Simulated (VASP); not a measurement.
Set up this calculation in VASP 6.6.1, as the native input.

* Task: single point
* Functional: PBE
* Potentials or basis: VASP PAW PBE potentials, release 64 (Mg)
* Cutoff: 520 eV
* k mesh: 4 × 4 × 4
* Occupations: gaussian, width 0.1 eV
* Spin: no spin polarisation
* Dipole correction: no
* Further INCAR settings: ALGO = Normal; EDIFF = 1e-07; NBANDS = 10

The structure of Mg lies in POSCAR:

```
Mg
1.0
    0.0000000000      3.4620473500      3.4620473500
    3.4620473500      0.0000000000      3.4620473500
    3.4620473500      3.4620473500      0.0000000000
Mg
3
Direct
    0.2500000000      0.2500000000      0.2500000000
    0.5000000000      0.5000000000      0.5000000000
    0.7500000000      0.7500000000      0.7500000000
```

The cell was generated, and may not be a known phase.

One way to write it, as run:

INCAR

```
PREC     = Accurate       # precision mode
ENCUT    = 520            # plane-wave cutoff, eV
EDIFF    = 1E-7           # SCF threshold, eV
ISMEAR   = 0              # smearing method
SIGMA    = 0.1            # smearing width, eV
LREAL    = False          # projectors in reciprocal space
LASPH    = True           # aspherical terms in the spheres
NELM     = 60             # most SCF steps
ALGO     = Normal         # electronic algorithm
ISIF     = 2              # what is computed and relaxed
LWAVE    = False          # write WAVECAR
LCHARG   = False          # write CHGCAR
GGA      = PE             # functional
NBANDS   = 10             # bands
```

KPOINTS

```
regular mesh
0
Gamma
  4 4 4
```

Potentials or basis: VASP PAW PBE potentials, release 64 (Mg).

Run with:

```bash
$ cat potpaw_PBE.64/Mg/POTCAR > POTCAR
$ mpirun -np 1 vasp_std > vasp.out
```

It gave:

* Pressure: 0.5 GPa
* Band gap on the k mesh: zero (bands 3 and 4 overlap by 3.57 eV)

Caveat: the k points lie up to 0.39 Å⁻¹ apart, too coarse for converged energies and pressures of a metal.

Run time: 8.2 s on 1 thread of Intel(R) Xeon(R) Platinum 8259CL CPU @ 2.50GHz (Skylake/Cascade Lake) (shared host), peak memory 0.19 GiB.
